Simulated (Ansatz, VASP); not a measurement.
**Al in VASP and in Ansatz**

```xyz
1
Lattice="-1.6177 1.6177 1.6177 1.6177 -1.6177 1.6177 1.6177 1.6177 -1.6177" Properties=species:S:1:pos:R:3 pbc="T T T"
Al    0.0000    0.0000    0.0000
```

Alike in both runs: functional PBE; k mesh 18 × 18 × 18; occupations gaussian, width 0.1 eV; no spin polarisation.

Ansatz relaxed the structure, and its values are those at the end. VASP's run is a single point on that final structure, the one shown.

```csv
,VASP,Ansatz
version,VASP 6.6.1,Ansatz 0.2.0
potentials or method,"VASP PAW PBE potentials, release 64 (Al), cutoff 520 eV","scalar-relativistic, plane waves, PAW"
valence electrons in the cell,3,3
```

|  | VASP | Ansatz | Ansatz less VASP |
| --- | --- | --- | --- |
| gap on the k mesh at the Fermi level (eV) | none | none | - |
| pressure (GPa) | 0.0 | 0.0 | +0.02 |

A gap of «none» marks a metal or a gap that the smearing closes. The functional is the same, so the differences come from potentials, cutoffs and numerics.
